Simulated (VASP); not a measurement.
## Hg: single point with LDA

The system is Hg.

```
Hg
1.0
    -1.64407    1.64407    1.64407
     1.64407   -1.64407    1.64407
     1.64407    1.64407   -1.64407
Hg
1
Direct
  0.00000 0.00000 0.00000
```

- Program: VASP 6.6.1
- Task: single point
- Functional: LDA
- Potentials or basis: VASP PAW LDA potentials, release 64 (Hg)
- Cutoff: 520 eV
- k mesh: 16 × 16 × 16
- Occupations: fermi-dirac, width 0.05 eV
- Spin: no spin polarisation
- Dipole correction: no
- Further INCAR settings: ALGO = Normal; EDIFF = 1e-06; NBANDS = 12

| Item | Value |
| --- | --- |
| Pressure | 28.3 GPa |
| Band gap on the k mesh | zero (bands 6 and 7 overlap by 4.23 eV) |

Levels at points of the mesh, in eV from the Fermi level:
| k point | band 3 | band 4 | band 5 | band 6 | band 7 | band 8 | band 9 | band 10 |
| --- | --- | --- | --- | --- | --- | --- | --- | --- |
| (0.00, 0.00, 0.00) | -8.64 | -8.64 | -7.10 | -7.10 | 15.62 | 15.62 | 15.62 | 20.39 |
| (0.50, 0.00, 0.00) | -7.21 | -6.98 | -5.92 | -3.06 | -0.59 | 10.56 | 10.97 | 17.93 |
| (0.50, 0.50, 0.50) | -6.21 | -6.21 | -6.21 | 3.62 | 3.62 | 3.62 | 5.56 | 12.04 |

Run time: 28 s on 1 thread of Intel(R) Xeon(R) Platinum 8259CL CPU @ 2.50GHz (Skylake/Cascade Lake), on a shared host, peak memory 0.15 GiB.

Caveat: the cell stands under pressure; spin-orbit coupling is left out, which moves the levels of the heavy elements.
